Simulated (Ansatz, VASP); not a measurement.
## One calculation of CsH, two programs

File POSCAR:

```
CsH
1.0
    0.0000000000      3.1880000000      3.1880000000
    3.1880000000      0.0000000000      3.1880000000
    3.1880000000      3.1880000000      0.0000000000
Cs H
1 1
Direct
    0.0196047679      0.0196047679     -0.0196047679
    0.5000000000      0.5000000000      0.5000000000
```

Contents of INCAR.step1:

```
SYSTEM = CsH
PREC = Accurate
ENCUT = 520
ISMEAR = 0
SIGMA = 0.05
LREAL = .FALSE.
LASPH = .TRUE.
NELM = 100
NBANDS = 12
GGA = PE
ALGO = Normal
EDIFF = 1E-4
LWAVE = .TRUE.
LCHARG = .FALSE.
```

The input INCAR.step2:

```
SYSTEM = CsH
PREC = Accurate
ENCUT = 520
EDIFF = 1E-6
ISMEAR = 0
SIGMA = 0.05
LREAL = .FALSE.
LASPH = .TRUE.
NELM = 100
ALGO = Normal
ISIF = 2
LWAVE = .FALSE.
LCHARG = .FALSE.
METAGGA = R2SCAN
LMIXTAU = .TRUE.
NBANDS = 12
ISTART = 1
```

KPOINTS

```
Automatic mesh
0
G
  6 6 6
  0 0 0
```

Input for Ansatz:

```yaml
crystal:
  lattice:
    - [0.0, 3.188, 3.188]
    - [3.188, 0.0, 3.188]
    - [3.188, 3.188, 0.0]
  atoms:
    - { symbol: Cs, position: [0.0196047679, 0.0196047679, -0.0196047679] }
    - { symbol: H, position: [0.5, 0.5, 0.5] }
basis:
  ecutwfc: 500
kpoints:
  mp_grid: { grid: [6, 6, 6] }
hamiltonian:
  xc: r2scan
scf:
  occupations: { method: gaussian, width: 0.05 }
output:
  forces: true
  stress: true
  eigenvalues: true
```

Change from the starting cell: all Cs atoms moved +0.125 Å, as atom 1 along Cartesian [0 0 1].

Alike in both runs: task single point; functional r2SCAN; k mesh 6 × 6 × 6; occupations gaussian, width 0.05 eV; no spin polarisation.

```csv
,VASP,Ansatz
version,VASP 6.6.1,Ansatz 0.2.0
potentials or method,"VASP PAW PBE potentials, release 64 (Cs_sv, H), cutoff 520 eV","scalar-relativistic, plane waves, PAW"
valence electrons in the cell,10,10
```

```csv
,VASP,Ansatz,Ansatz less VASP
gap on the k mesh at the Fermi level (eV),2.68,2.69,+0.017
least direct gap on the mesh (eV),2.68,2.69,+0.017
pressure (GPa),0.1,0.0,-0.03
"traceless stress, the component that is largest in VASP (GPa)",0.11,0.11,-0.002
rms of the force components (eV/Å),0.045,0.045,-0.0006
```

VASP's potentials were made for PBE, not for r2SCAN. Atom by atom the forces differ by 0.001 eV/Å (rms over components). The functional is the same, so the differences come from potentials, cutoffs and numerics.

Spin-orbit coupling is off throughout.
